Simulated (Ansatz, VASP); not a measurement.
# Two plane-wave programs on SrZr2O3

```
CELL_PARAMETERS angstrom
3.88274 0.00000 0.00000
0.00000 3.88274 0.00000
0.00000 0.00000 8.48451
ATOMIC_POSITIONS crystal
Sr 0.50000 0.50000 0.00000
Zr 0.00000 0.00000 0.35192
Zr 0.00000 0.00000 0.64808
O 0.00000 0.50000 0.50000
O 0.50000 0.00000 0.50000
O 0.50000 0.50000 0.50000
```

Alike in both runs: functional PBE; k mesh 3 × 3 × 2; occupations gaussian, width 0.15 eV; no spin polarisation.

Ansatz relaxed the structure, and its values are those at the end. VASP's run is a single point on that final structure, the one shown.

|  | VASP | Ansatz |
| --- | --- | --- |
| version | VASP 6.6.1 | Ansatz 0.2.0 |
| potentials or method | VASP PAW PBE potentials, release 64 (Sr_sv, Zr_sv, O), cutoff 600 eV | scalar-relativistic, plane waves, PAW |
| valence electrons in the cell | 52 | 52 |

```csv
,VASP,Ansatz,Ansatz less VASP
gap on the k mesh at the Fermi level (eV),none,none,-
pressure (GPa),0.2,0.1,-0.04
rms of the force components (eV/Å),0.018,0.003,-0.0152
```

A gap of «none» marks a metal or a gap that the smearing closes. With one functional, cell and mesh, what is left measures potentials, basis and numerics.

The k mesh is coarse, so the values compare programs but aren't converged.
